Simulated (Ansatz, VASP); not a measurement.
Al in VASP and in Ansatz

```xyz
2
Lattice="2.8216 0.0000 0.0000 -1.4108 2.4436 0.0000 0.0000 0.0000 4.6373" Properties=species:S:1:pos:R:3 pbc="T T T"
Al    1.4108    0.8145    3.4780
Al    0.0000    1.6290    1.1593
```

Change from the starting cell: strain -0.0100 x Voigt [1, 1, 0, 0, 0, 0], atoms carried along.

Alike in both runs: task single point; functional PBEsol; k mesh 24 × 24 × 14; occupations gaussian, width 0.15 eV; no spin polarisation.

|  | VASP | Ansatz |
| --- | --- | --- |
| version | VASP 6.6.1 | Ansatz 0.2.0 |
| potentials or method | VASP PAW PBE potentials, release 64 (Al), cutoff 520 eV | scalar-relativistic, plane waves, PAW |
| valence electrons in the cell | 6 | 6 |

Ansatz gave:

```
gap on the k mesh at the Fermi level (eV)                     : none
pressure (GPa)                                                : 1.7
traceless stress, the component that is largest in VASP (GPa) : 0.48
```

Question: Which values does VASP return?

Answer: gap on the k mesh at the Fermi level (eV): none; pressure (GPa): 1.8; traceless stress, the component that is largest in VASP (GPa): 0.48.

VASP's potentials were made for PBE, not for PBEsol. A gap of «none» marks a metal or a gap that the smearing closes.
